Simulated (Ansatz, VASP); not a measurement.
# MoRu2 in VASP and in Ansatz

File INCAR:

```
SYSTEM = MoRu2
PREC     = Accurate       ! precision mode
ENCUT    = 600            ! plane-wave cutoff, eV
EDIFF    = 1E-7           ! SCF threshold, eV
ISMEAR   = 0              ! smearing method
SIGMA    = 0.1            ! smearing width, eV
LREAL    = .FALSE.        ! projectors in reciprocal space
LASPH    = .TRUE.         ! aspherical terms in the spheres
NELM     = 60             ! most SCF steps
ALGO     = Fast           ! electronic algorithm
ISIF     = 3              ! what is computed and relaxed
LWAVE    = .FALSE.        ! write WAVECAR
LCHARG   = .FALSE.        ! write CHGCAR
GGA      = PE             ! functional
IBRION   = 2              ! ionic algorithm
NSW      = 90             ! ionic steps
EDIFFG   = -0.04          ! ionic threshold
```

File KPOINTS:

```
Automatic mesh
0
G
  6 6 6
  0 0 0
```

File POSCAR:

```
MoRu2
1.0
    0.0000000000      2.7663890000      2.7663890000
    2.7663890000      0.0000000000      2.7663890000
    2.7663890000      2.7663890000      0.0000000000
Mo Ru
1 2
Direct
    0.0000000000      0.0000000000      0.0000000000
    0.7500000000      0.7500000000      0.7500000000
    0.2500000000      0.2500000000      0.2500000000
```

Input for Ansatz:

```yaml
crystal:
  lattice:
    - [0.0, 2.766389, 2.766389]
    - [2.766389, 0.0, 2.766389]
    - [2.766389, 2.766389, 0.0]
  atoms:
    - { symbol: Mo, position: [0.0, 0.0, 0.0] }
    - { symbol: Ru, position: [0.75, 0.75, 0.75] }
    - { symbol: Ru, position: [0.25, 0.25, 0.25] }
basis:
  ecutwfc: 420
kpoints:
  mp_grid: { grid: [6, 6, 6] }
hamiltonian:
  xc: pbe
scf:
  occupations: { method: gaussian, width: 0.1 }
  lower_state_search: "off"
output:
  forces: true
  stress: true
  eigenvalues: true
relax:
  adjacent_minimum: "off"
  f_tol: 0.04
  max_steps: 70
  cell: { stress_tol: 0.4 }
```

Change from the starting cell: species swapped into the Ag2S type (Fm-3m, No. 225).

Alike in both runs: task relaxation of cell and atoms; functional PBE; k mesh 6 × 6 × 6; occupations gaussian, width 0.1 eV; no spin polarisation.

```csv
,VASP,Ansatz
version,VASP 6.6.1,Ansatz 0.2.0
potentials or method,"VASP PAW PBE potentials, release 64 (Mo_sv, Ru_pv), cutoff 600 eV","scalar-relativistic, plane waves, PAW"
valence electrons in the cell,42,46
```

VASP gave:

- gap on the k mesh at the Fermi level, each at its own relaxed structure (eV): none
- relaxed volume (Å³/atom): 16.95
- relaxed cell length with the largest relative difference (Å): 4.158

Task: What did Ansatz give for the same quantities?

Result: gap on the k mesh at the Fermi level, each at its own relaxed structure (eV): none; relaxed volume (Å³/atom): 16.91; relaxed cell length with the largest relative difference (Å): 4.155.

A gap of «none» marks a metal or a gap that the smearing closes. VASP's potentials hold 42 valence electrons a cell and Ansatz's 46, so a difference there can come from the potentials and not from the codes.

Noted on VASP's run: the volume moved by over 15 % at a fixed basis, so the end points are rough.
